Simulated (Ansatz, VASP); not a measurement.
# CsCaBr3 in VASP and in Ansatz

```
CELL_PARAMETERS angstrom
5.70867 0.00000 0.00000
0.00000 6.00837 0.00000
0.00000 0.00000 5.70867
ATOMIC_POSITIONS crystal
Cs 0.00000 0.00000 0.00000
Ca 0.50000 0.50000 0.50000
Br 0.50000 0.00000 0.50000
Br 0.00000 0.50000 0.50000
Br 0.50000 0.50000 0.00000
```

Change from the starting cell: strain +0.0525 x Voigt [0, 1, 0, 0, 0, 0], atoms carried along.

Alike in both runs: task single point; functional LDA; k mesh 4 × 4 × 4; occupations gaussian, width 0.05 eV; no spin polarisation.

|  | VASP | Ansatz |
| --- | --- | --- |
| version | VASP 6.6.1 | Ansatz 0.2.0 |
| potentials or method | VASP PAW LDA potentials, release 64 (Cs_sv, Ca_sv, Br), cutoff 520 eV | scalar-relativistic, plane waves, PAW |
| valence electrons in the cell | 40 | 40 |

```tsv
	VASP	Ansatz	Ansatz less VASP
gap on the k mesh at the Fermi level (eV)	3.89	3.88	-0.012
least direct gap on the mesh (eV)	4.19	4.17	-0.011
pressure (GPa)	-2.7	-2.7	-0.06
traceless stress, the component that is largest in VASP (GPa)	-0.82	-0.80	+0.020
```

LDA's correlation is that of Perdew and Zunger in VASP and of Perdew and Wang (1992) in Ansatz.

Spin-orbit coupling is off throughout.
